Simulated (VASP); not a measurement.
A run of VASP 6.6.1:

INCAR

```
SYSTEM = CaLa3
ALGO = Normal
EDIFF = 1E-7
ENCUT = 520
GGA = PE
ISIF = 2
ISMEAR = 0
LASPH = .TRUE.
LCHARG = .FALSE.
LREAL = .FALSE.
LWAVE = .FALSE.
NBANDS = 30
NELM = 80
PREC = Accurate
SIGMA = 0.1
```

KPOINTS

```
k-points
0
G
  4 4 4
  0 0 0
```

Contents of POSCAR:

```
CaLa3
1.0
    5.3141280242      0.0000000000      0.0000000000
    0.0000000000      5.3141280242      0.0000000000
    0.0000000000      0.0000000000      5.3141280242
Ca La
1 3
Direct
    0.0000000000      0.0000000000      0.0000000000
    0.0000000000      0.5000000000      0.5000000000
    0.5000000000      0.0000000000      0.5000000000
    0.5000000000      0.5000000000      0.0000000000
```

Potentials or basis: VASP PAW PBE potentials, release 64 (Ca_sv, La).

The run is started by

```console
$ cat potpaw_PBE.64/Ca_sv/POTCAR potpaw_PBE.64/La/POTCAR > POTCAR
$ mpirun -np 1 vasp_std > vasp.out
```

Hardware: 1 thread of Intel(R) Xeon(R) Platinum 8488C (Sapphire Rapids), with other jobs on the host.

Problem. How long does it take, and how much memory?

Solution. It took 45 s on 1 thread of Intel(R) Xeon(R) Platinum 8488C (Sapphire Rapids), with other jobs on the host, peak memory 0.26 GiB. Counts: scf iterations 15, k points 10.
